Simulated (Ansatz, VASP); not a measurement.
**MnO: VASP beside Ansatz**

INCAR

```
PREC = Accurate ; ENCUT = 600
EDIFF = 1E-6 ; ISMEAR = 0
SIGMA = 0.05 ; LREAL = F
LASPH = T ; NELM = 120
ALGO = Normal ; ISIF = 2
LWAVE = F ; LCHARG = F
GGA = PE ; NBANDS = 16
GGA_COMPAT = F
```

Contents of KPOINTS:

```
regular mesh
0
Gamma
  14 14 14
```

The input POSCAR:

```
MnO
1.0
    0.0000000000      2.1462829020      2.1462829020
    2.1462829020      0.0000000000      2.1462829020
    2.1462829020      2.1462829020      0.0000000000
Mn O
1 1
Direct
    0.0000000000      0.0000000000      0.0000000000
    0.5000000000      0.5000000000      0.5000000000
```

Input for Ansatz:

```yaml
crystal:
  lattice:
    - [0.0, 2.146282902, 2.146282902]
    - [2.146282902, 0.0, 2.146282902]
    - [2.146282902, 2.146282902, 0.0]
  atoms:
    - { symbol: Mn, position: [0.0, 0.0, 0.0] }
    - { symbol: O, position: [0.5, 0.5, 0.5] }
basis:
  ecutwfc: 420
  ecutrho_ratio: 4
kpoints:
  mp_grid: { grid: [14, 14, 14] }
hamiltonian:
  xc: pbe
scf:
  occupations: { method: gaussian, width: 0.05 }
output:
  forces: true
  stress: true
  eigenvalues: true
```

Alike in both runs: task single point; functional PBE; k mesh 14 × 14 × 14; occupations gaussian, width 0.05 eV; no spin polarisation.

|  | VASP | Ansatz |
| --- | --- | --- |
| version | VASP 6.6.1 | Ansatz 0.2.0 |
| potentials or method | VASP PAW PBE potentials, release 64 (Mn_pv, O), cutoff 600 eV | scalar-relativistic, plane waves, PAW |
| valence electrons in the cell | 19 | 21 |

|  | VASP | Ansatz | Ansatz less VASP |
| --- | --- | --- | --- |
| gap on the k mesh at the Fermi level (eV) | none | none | - |
| pressure (GPa) | -24.4 | -24.5 | -0.15 |

A gap of «none» marks a metal or a gap that the smearing closes. VASP's potentials hold 19 valence electrons a cell and Ansatz's 21, so a difference there can come from the potentials and not from the codes.
